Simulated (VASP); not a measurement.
Crystal: W.

```
CELL_PARAMETERS angstrom
2.80966 0.00000 0.00000
0.00000 4.86387 0.00000
0.00000 0.00000 4.92370
ATOMIC_POSITIONS crystal
W 0.79317 0.56316 0.25000
W 0.20683 0.06316 0.25000
W 0.20683 0.43684 0.75000
W 0.79317 0.93684 0.75000
```

Program: VASP 6.6.1. Alike in all runs: task single point; no spin polarisation; cell as given; k mesh 8 × 5 × 5; cutoff (eV) 500; smearing methfessel-paxton 0.1 eV.

Order these runs on this cell by their pressure, lowest first.
A. level BLYP; potentials or basis VASP PAW PBE potentials, release 64 (W_sv)
B. level PBEsol; potentials or basis VASP PAW PBE potentials, release 64 (W_sv)
C. level LDA; potentials or basis VASP PAW LDA potentials, release 64 (W_sv)

C (-14.5 GPa), B (-10.4 GPa), A (7.9 GPa).

Caveats: the cell stands under tension (at least some runs); the PAW data sets were made with another functional, which shifts forces and pressure a little (at least some runs); the cell stands under pressure (at least some runs).
